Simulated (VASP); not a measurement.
Runs of VASP 6.6.1 on InP. The structure is that of space group F-43m (No. 216), or close to it. The cells are those of the table. 

```tsv
task	level	potentials or basis	cell	k mesh	cutoff (eV)	smearing	ions in elastic constants	gap on the mesh (eV)	pressure (GPa)
single point	r2SCAN+D4	VASP PAW PBE potentials, release 64 (In_d, P)	a = 4.088 Å, angles 60.0°, 2 atoms	8 × 8 × 8	520	fermi-dirac 0.05 eV	-	(b)	4.2
single point	PBE	VASP PAW PBE potentials, release 64 (In_d, P)	a = 4.144 Å, angles 60.0°, 2 atoms	8 × 8 × 8	520	gaussian 0.027 eV	-	0.71	(a)
relaxation of cell and atoms	PBEsol	VASP PAW PBE potentials, release 64 (In_d, P)	relaxed from a = 4.144 Å, angles 60.0°, 2 atoms	6 × 6 × 6	600	fermi-dirac 0.05 eV	-	0.56	0.0
single point	RPBE+D4	VASP PAW PBE potentials, release 64 (In_d, P)	a = 4.163 Å, angles 60.0°, 2 atoms	8 × 8 × 8	520	fermi-dirac 0.05 eV	-	0.77	-0.1
```

Alike in all rows: no spin polarisation.

Problem. Estimate the missing entries.

Solution. (a) 3.3; (b) 1.41.

Caveats: spin-orbit coupling is left out, which moves the levels of the heavy elements; the PAW data sets were made with another functional, which shifts forces and pressure a little (some runs).

A k mesh can miss the band edges, and the runs leave out spin-orbit coupling on In.
